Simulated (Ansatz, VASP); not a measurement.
# Two plane-wave programs on MgO

```
CELL_PARAMETERS angstrom
3.04820 0.00000 0.00000
-1.52410 2.63982 0.00000
0.00000 0.00000 2.67968
ATOMIC_POSITIONS crystal
Mg 0.00000 0.00000 0.00000
O 0.33333 0.66667 0.50000
```

Change from the starting cell: strain +0.0375 x Voigt [1, 1, 0, 0, 0, 0], atoms carried along.

Alike in both runs: task single point; functional r2SCAN; k mesh 9 × 9 × 8; occupations gaussian, width 0.05 eV; no spin polarisation.

|  | VASP | Ansatz |
| --- | --- | --- |
| version | VASP 6.6.1 | Ansatz 0.2.0 |
| potentials or method | VASP PAW PBE potentials, release 64 (Mg, O), cutoff 520 eV | scalar-relativistic, plane waves, PAW |
| valence electrons in the cell | 8 | 16 |

|  | VASP | Ansatz | Ansatz less VASP |
| --- | --- | --- | --- |
| gap on the k mesh at the Fermi level (eV) | 2.98 | 3.01 | +0.027 |
| least direct gap on the mesh (eV) | 3.31 | 3.34 | +0.024 |
| pressure (GPa) | -13.7 | -12.8 | +0.94 |
| traceless stress, the component that is largest in VASP (GPa) | 10.15 | 10.24 | +0.088 |

VASP's potentials were made for PBE, not for r2SCAN. With one functional, cell and mesh, what is left measures potentials, basis and numerics. VASP's potentials hold 8 valence electrons a cell and Ansatz's 16, so a difference there can come from the potentials and not from the codes.
